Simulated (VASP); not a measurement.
InAs: single point with PBE

InAs:

```
In As
1.0
     0.00000    3.08806    3.08806
     3.08806    0.00000    3.08806
     3.08806    3.08806    0.00000
In As
1 1
Direct
  0.00000 0.00000 0.00000
  0.75000 0.75000 0.75000
```

```
Program             : VASP 6.6.1
Task                : single point
Functional          : PBE
Potentials or basis : VASP PAW PBE potentials, release 64 (In_d, As)
Cutoff              : 500 eV
k mesh              : 6 × 6 × 6
Occupations         : gaussian, width 0.2 eV
Spin                : no spin polarisation
```

- Pressure: 0.4 GPa
- Band gap on the k mesh: zero (filled and empty bands touch)

Levels at points of the mesh, in eV from the Fermi level:
```csv
k point,band 7,band 8,band 9,band 10,band 11,band 12
"(0.00, 0.00, 0.00)",-0.59,-0.07,-0.07,-0.07,3.80,3.80
"(0.50, 0.00, 0.00)",-5.53,-0.97,-0.97,0.75,4.56,4.56
"(0.50, 0.50, 0.00)",-5.65,-2.19,-2.19,1.57,1.97,8.71
```

It took 6 s on 1 thread of Intel(R) Xeon(R) 6975P-C (Granite Rapids), with other jobs on the host, peak memory 0.18 GiB.

Caveat: spin-orbit coupling is left out, which moves the levels of the heavy elements.
